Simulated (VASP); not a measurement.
# C (P6/mmm) in VASP: a series of runs

Runs on C. Level: PBE. Tasks: single point, relaxation of cell and atoms.

Everything below comes from runs of VASP 6.6.1. Logs are shortened: lines on timing, memory, paths and dates and some standing lists are left out, and cuts for length are marked.

## 1. The cell of the first run

Symmetry: P6/mmm, No. 191, hexagonal system. The conventional cell has a = 2.020 Å, b = 2.020 Å, c = 1.584 Å, α = 90.00°, β = 90.00°, γ = 120.00°. C (site symmetry 6/mmm) has 8 C at 1.58 to 2.02 Å within 2.1 Å.

## 2. Single point, PBE

File INCAR:

```
SYSTEM = C
PREC = Accurate
ENCUT = 520
EDIFF = 1E-7
ISMEAR = 0
SIGMA = 0.1
LREAL = .False.
LASPH = .True.
NELM = 100
ALGO = Normal
ISIF = 2
LWAVE = .False.
LCHARG = .False.
GGA = PE
NBANDS = 8
```

File KPOINTS:

```
regular mesh
0
Gamma
  33 33 34
  0 0 0
```

File POSCAR:

```
C
1.0
    2.0199540029      0.0000000000      0.0000000000
   -1.0099770014      1.7493314810      0.0000000000
    0.0000000000      0.0000000000      1.5839057930
C
1
Direct
    0.0000000000      0.0000000000      0.0000000000
```

Potentials or basis: VASP PAW PBE potentials, release 64 (C).

Command:

```console
cat potpaw_PBE.64/C/POTCAR > POTCAR
mpirun -np 1 vasp_std > vasp.out
```

OUTCAR:

```text
SYSTEM = C
   PREC = Accurate
   ENCUT = 520
   EDIFF = 1E-7
   ISMEAR = 0
   LREAL = .False.
   LASPH = .True.
   NELM = 100
   ISIF = 2
   GGA = PE

 ion  position               nearest neighbor table
   1  0.000  0.000  0.000-

  LATTYP: Found a hexagonal cell.
 ALAT       =     2.0199540029
 C/A-ratio  =     0.7841296340

  Lattice vectors:

 A1 = (   2.0199540029,   0.0000000000,   0.0000000000)
 A2 = (  -1.0099770014,   1.7493314810,   0.0000000000)
 A3 = (   0.0000000000,   0.0000000000,   1.5839057930)

Analysis of symmetry for initial positions (statically):
=====================================================================
 Subroutine PRICEL returns:
 Original cell was already a primitive cell.

 Routine SETGRP: Setting up the symmetry group for a
 hexagonal supercell.

 Subroutine GETGRP returns: Found 24 space group operations
 (whereof 24 operations were pure point group operations)
 out of a pool of 24 trial point group operations.

The static configuration has the point symmetry D_6h.

Analysis of symmetry for dynamics (positions and initial velocities):
=====================================================================
 Subroutine PRICEL returns:
 Original cell was already a primitive cell.

 Routine SETGRP: Setting up the symmetry group for a
 hexagonal supercell.

 Subroutine GETGRP returns: Found 24 space group operations
 (whereof 24 operations were pure point group operations)
 out of a pool of 24 trial point group operations.

The dynamic configuration has the point symmetry D_6h.

 Subroutine INISYM returns: Found 24 space group operations
 (whereof 24 operations are pure point group operations),
 and found     1 'primitive' translations

----------------------------------------------------------------------------------------

                                     Primitive cell

  volume of cell :       5.5968

  direct lattice vectors                    reciprocal lattice vectors
     2.019954003  0.000000000  0.000000000     0.495060778  0.285823473  0.000000000
    -1.009977001  1.749331481  0.000000000     0.000000000  0.571646947  0.000000000
     0.000000000  0.000000000  1.583905793     0.000000000  0.000000000  0.631350680

  length of vectors
     2.019954003  2.019954003  1.583905793     0.571646947  0.571646947  0.631350680

  position of ions in fractional coordinates (direct lattice)
     0.000000000  0.000000000  0.000000000

  ion indices of the primitive-cell ions
   primitive index   ion index
                 1           1

----------------------------------------------------------------------------------------

 KPOINTS: regular mesh

Automatic generation of k-mesh.
 Grid dimensions read from file:
 generate k-points for:   33   33   34

 Generating k-lattice:

  Cartesian coordinates                     Fractional coordinates (reciprocal lattice)
     0.015001842  0.008661317  0.000000000     0.030303030  0.000000000  0.000000000
     0.000000000  0.017322635  0.000000000     0.000000000  0.030303030  0.000000000
     0.000000000  0.000000000  0.018569138     0.000000000  0.000000000  0.029411765

  Length of vectors
     0.017322635  0.017322635  0.018569138

  Shift w.r.t. Gamma in fractional coordinates (k-lattice)
     0.000000000  0.000000000  0.000000000

 Subroutine IBZKPT returns following result:
 ===========================================

 Found   1944 irreducible k-points:

 Following reciprocal coordinates:
            Coordinates               Weight
  0.000000  0.000000  0.000000      1.000000
  0.030303 -0.000000  0.000000      6.000000
  0.060606 -0.000000  0.000000      6.000000
  0.090909 -0.000000  0.000000      6.000000
  0.121212 -0.000000  0.000000      6.000000
  0.151515 -0.000000  0.000000      6.000000
[... 16 lines left out ...]
  0.181818  0.030303  0.000000     12.000000
  0.212121  0.030303  0.000000     12.000000
 [... further k-points ...]
   k-points           NKPTS =   1944   k-points in BZ     NKDIM =   1944   number of bands    NBANDS=      8
   number of dos      NEDOS =    301   number of ions     NIONS =      1
   total plane-waves  NPLWV =   3072
   dimension x,y,z NGX =    16 NGY =   16 NGZ =   12
   dimension x,y,z NGXF=    32 NGYF=   32 NGZF=   24
   ions per type =               1
   NGX,Y,Z   is equivalent  to a cutoff of  13.17, 13.17, 12.60 a.u.
   NGXF,Y,Z  is equivalent  to a cutoff of  26.34, 26.34, 25.19 a.u.
 SYSTEM =  C
   PREC   = accura    normal or accurate (medium, high low for compatibility)
   ISTART =      0    job   : 0-new  1-cont  2-samecut
   ICHARG =      2    charge: 1-file 2-atom 10-const
   ISPIN  =      1    spin polarized calculation?
   LNONCOLLINEAR =      F non collinear calculations
   LSORBIT =      F    spin-orbit coupling
   LASPH  =      T    aspherical Exc in radial PAW
   ENCUT  =  520.0 eV  38.22 Ry    6.18 a.u.   3.76  3.76  2.95*2*pi/ulx,y,z
   NELM   =    100;   NELMIN=  2; NELMDL= -5     # of ELM steps
   EDIFF  = 0.1E-06   stopping-criterion for ELM
   LREAL  =      F    real-space projection
   EDIFFG = 0.1E-05   stopping-criterion for IOM
   NSW    =      0    number of steps for IOM
   IBRION =     -1    ionic relax: 0-MD 1-quasi-New 2-CG
   NFREE  =      0    steps in history (QN), initial steepest desc. (CG)
   ISIF   =      2    stress and relaxation
   ISYM   =      2    0-nonsym 1-usesym 2-fastsym
   POTIM  = 0.5000    time-step for ionic-motion
   TEBEG  =    0.0;   TEEND  =   0.0 temperature during run
   PSTRESS=    0.0 pullay stress
   NELECT =       4.0000    total number of electrons
   NUPDOWN=      -1.0000    fix difference up-down
   EMIN   =  10.00;   EMAX   =-10.00  energy-range for DOS
   EFERMI =   0.00;   METHOD = LEGACY
   ISMEAR =     0;   SIGMA  =   0.10  broadening in eV -4-tet -1-fermi 0-gaus
   EFERMI_NEDOS =   21; number of points for ismear=-14 and -15
   IALGO  =     38    algorithm
   IMIX   =      4    mixing-type and parameters
     AMIX     =   0.40;   BMIX     =  1.00
     AMIX_MAG =   1.60;   BMIX_MAG =  1.00
  volume/ion in A,a.u.               =       5.60        37.77
  Fermi-wavevector in a.u.,A,eV,Ry     =   1.463684  2.765961 29.148706  2.142369
  Thomas-Fermi vector in A             =   2.579749
   LORBIT       =      0    0 simple, 1 ext, 2 COOP (PROOUT), +10 PAW based schemes
   GGA     = PE    functional components
   LHFCALC =     F    Hartree Fock is set to
   AEXX    =    0.0000 exact exchange contribution
   IVDW    =     0    specifies the selected vdW correction
   LEPSILON=     F    determine dielectric tensor
   LRPA    =     F    only Hartree local field effects (RPA)
 non-spin polarized calculation
 Gauss-broadening in eV      SIGMA  =   0.10
  energy-cutoff  :      520.00
  volume of cell :        5.60
 maximum number of plane-waves:       162
 NGX is ok and might be reduce to    16
   NGX =  7   NGY =  7   NGZ =  5

 number of electron       3.9999999 magnetization

 Free energy of the ion-electron system (eV)
  ---------------------------------------------------
  ext. energy  EPLUGINS =         0.00000000
  ---------------------------------------------------
  free energy    TOTEN  =        -6.28860039 eV

  energy without entropy =       -6.28773559  energy(sigma->0) =       -6.28816799

 E-fermi :  10.8178     XC(G=0): -13.8582

 val. band max:       10.8114230252   @ k =   0.2424   0.0303   0.2941
 cond. band min:      10.8189335939   @ k =   0.2121   0.0909   0.2059
 fundamental gap:      0.0075105687
 Fermi energy:        10.8177537172

 k-point     1 :       0.0000    0.0000    0.0000
  band No.  band energies     occupation
      1     -11.2713      2.00000
      2      17.6105      0.00000
      3      17.6105      0.00000
      4      27.5436      0.00000
      5      36.8019      0.00000
      6      40.2250      0.00000
      7      40.2250      0.00000
      8      45.0908      0.00000

 k-point     2 :       0.0303   -0.0000    0.0000
  band No.  band energies     occupation
      1     -11.2339      2.00000
      2      17.4550      0.00000
      3      17.5563      0.00000
      4      27.5608      0.00000
      5      36.9131      0.00000
      6      39.5724      0.00000
      7      40.3607      0.00000
      8      45.9276      0.00000

 k-point     3 :       0.0606   -0.0000    0.0000
  band No.  band energies     occupation
      1     -11.1216      2.00000
      2      17.0015      0.00000
      3      17.3984      0.00000
      4      27.6123      0.00000
      5      37.1510      0.00000
      6      38.3678      0.00000
      7      40.7630      0.00000
      8      47.7677      0.00000

 k-point     4 :       0.0909   -0.0000    0.0000
  band No.  band energies     occupation
      1     -10.9346      2.00000
      2      16.2818      0.00000
      3      17.1499      0.00000
      4      27.6962      0.00000
      5      36.5336      0.00000
      6      38.1465      0.00000
      7      41.4181      0.00000
      8      50.0182      0.00000

 k-point     5 :       0.1212   -0.0000    0.0000
  band No.  band energies     occupation
      1     -10.6730      2.00000
      2      15.3414      0.00000
      3      16.8302      0.00000
      4      27.8113      0.00000
      5      35.2601      0.00000
      6      38.8369      0.00000
      7      42.3070      0.00000
      8      51.2831      0.00000
[... 177 lines left out ...]
 k-point    22 :       0.1515    0.0303    0.0000
  band No.  band energies     occupation
      1     -10.1132      2.00000
      2      13.5941      0.00000
      3      16.1453      0.00000
      4      28.0454      0.00000
      5      33.5717      0.00000
      6      39.9689      0.00000
      7      44.3013      0.00000
      8      51.5092      0.00000

 k-point    23 :       0.1818    0.0303    0.0000
  band No.  band energies     occupation
      1      -9.6662      2.00000
      2      12.3159      0.00000
      3      15.7182      0.00000
      4      28.2213      0.00000
      5      32.5607      0.00000
      6      40.9941      0.00000
      7      45.6812      0.00000
      8      51.7198      0.00000

 k-point    24 :       0.2121    0.0303    0.0000
  band No.  band energies     occupation
      1      -9.1456      2.00000
      2      10.9605      0.04354
      3      15.2906      0.00000
      4      28.4134      0.00000
      5      31.6693      0.00000
      6      42.0769      0.00000
      7      47.1925      0.00000
      8      52.0067      0.00000

 [... further k-points ...]
[... 5 lines left out ...]
  --------------------------------------------------------------------------------------
  -------------------------------------------------------------------------------------
  Total        0.0063198      0.0063198      0.0214939      0.0000000     -0.0000000     -0.0000000
  in kB        1.8091315      1.8091315      6.1529429      0.0000000     -0.0000000     -0.0000000
  external PRESSURE =       3.2570686 kB  Pullay stress =       0.0000000 kB

 VOLUME and BASIS-vectors are now :
 -----------------------------------------------------------------------------
  energy-cutoff  :      520.00
  volume of cell :        5.60
      direct lattice vectors                 reciprocal lattice vectors
     2.019954003  0.000000000  0.000000000     0.495060778  0.285823473  0.000000000
    -1.009977001  1.749331481  0.000000000     0.000000000  0.571646947  0.000000000
     0.000000000  0.000000000  1.583905793     0.000000000  0.000000000  0.631350680

 POSITION                                       TOTAL-FORCE (eV/Angst)
 -----------------------------------------------------------------------------------
      0.00000      0.00000      0.00000        -0.000000      0.000000      0.000000
 -----------------------------------------------------------------------------------
    total drift:                               -0.000000     -0.000000      0.000000

  FREE ENERGIE OF THE ION-ELECTRON SYSTEM (eV)
  ---------------------------------------------------
  free  energy   TOTEN  =        -6.2886003905 eV

  energy  without entropy=       -6.2877355926  energy(sigma->0) =       -6.28816799
```

Wall time 22 s (1 thread of Intel Xeon 6975P-C (Granite Rapids), shared host); peak memory 0.17 GiB.

What came out:

* Free energy: -6.2886 eV
* Pressure: 0.3 GPa
* Band gap on the k mesh: zero (band 2 reaches 18.83 eV, above the bottom of band 3 at 2.84 eV)

[end of part 1 of 2]
